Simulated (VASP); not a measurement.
# SrO: single point with PBE

Crystal: SrO.

```xyz
2
Lattice="0.0000 2.6231 2.6231 2.6231 0.0000 2.6231 2.6231 2.6231 0.0000" Properties=species:S:1:pos:R:3 pbc="T T T"
Sr    2.6231    2.6231    2.6231
O     0.0000    0.0000    0.0000
```

This cell differs from its parent crystal: volume changed by +3%.

```yaml
Program: VASP 6.6.1
Task: single point
Functional: PBE
Potentials_or_basis: VASP PAW PBE potentials, release 64 (Sr_sv, O)
Cutoff: 520 eV
k_mesh: 8 × 8 × 8
Occupations: gaussian, width 0.01 eV
Spin: no spin polarisation
Dipole_correction: no
Further_INCAR_settings: ALGO = Normal; EDIFF = 1e-06; NBANDS = 15
```

```json
{
 "Pressure": "-1.9 GPa",
 "Band gap on the k mesh": "3.29 eV, indirect (least direct gap 3.41 eV)"
}
```

Levels at points of the mesh, in eV from the valence-band top:
| k point | band 5 | band 6 | band 7 | band 8 | band 9 | band 10 | band 11 | band 12 |
| --- | --- | --- | --- | --- | --- | --- | --- | --- |
| (0.00, 0.00, 0.00) | -14.30 | 0.00 | 0.00 | 0.00 | 3.57 | 6.07 | 6.07 | 6.07 |
| (0.50, 0.00, 0.00) | -13.13 | -2.06 | -1.03 | -1.03 | 6.29 | 7.98 | 8.50 | 8.50 |
| (0.50, 0.50, 0.00) | -14.60 | -0.53 | -0.12 | -0.12 | 3.29 | 7.36 | 9.78 | 9.85 |

Wall time 14 s on 1 thread of AMD EPYC 7R43 64-Core Processor (Zen 3), with other jobs on the host, peak memory 0.13 GiB.

 A k mesh can miss the band edges.
